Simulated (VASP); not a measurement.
Write the native input for VASP 6.6.1 that does the following.

```
Task                   : single point
Functional             : PBE
Potentials or basis    : VASP PAW PBE potentials, release 64 (Mg, Si)
Cutoff                 : 520 eV
k mesh                 : 10 × 10 × 6
Occupations            : gaussian, width 0.1 eV
Spin                   : no spin polarisation
Dipole correction      : no
Further INCAR settings : ALGO = Normal; EDIFF = 1e-06; NBANDS = 27
```

The structure of Mg2Si3 lies in POSCAR:

```
Mg2Si3
1.0
    5.9407837202     -1.9195960217      0.0292089159
    5.9407837202      1.9195960217      0.0292089159
   -3.5356239348      0.0000000000      8.4575696085
Mg Si
4 6
Direct
    0.3585285061      0.3585285061     -0.0039100094
    0.6414714939      0.6414714939      1.0039100094
    0.3165394424      0.3165394424      0.6477165395
    0.6834605576      0.6834605576      0.3522834605
    0.6028062668      0.6028062668      0.5954408296
    0.3971937332      0.3971937332      0.4045591704
    0.1270277401      0.1270277401      0.7659783115
    0.8729722599      0.8729722599      0.2340216885
    0.9587626018      0.9587626018      0.8556902369
    0.0412373982      0.0412373982      0.1443097631
```

These files were run (other wordings do the same):

INCAR

```
  PREC = Accurate
  ENCUT = 520
  EDIFF = 1E-6
  ISMEAR = 0
  SIGMA = 0.1
  LREAL = F
  LASPH = T
  NELM = 60
  ALGO = Normal
  ISIF = 2
  LWAVE = F
  LCHARG = F
  GGA = PE
  NBANDS = 27
```

KPOINTS

```
regular mesh
0
Gamma
  10 10 6
```

Potentials or basis: VASP PAW PBE potentials, release 64 (Mg, Si).

Launch:

```console
$ cat potpaw_PBE.64/Mg/POTCAR potpaw_PBE.64/Si/POTCAR > POTCAR
$ mpirun -np 1 vasp_std > vasp.out
```

Results of the run:

- Pressure: -0.1 GPa
- Largest force: 0.005 eV/Å
- Band gap on the k mesh: zero (bands 16 and 17 overlap by 1.32 eV)

Wall time 32 min on 1 thread of AMD EPYC 7R13, on a shared host, peak memory 0.87 GiB.
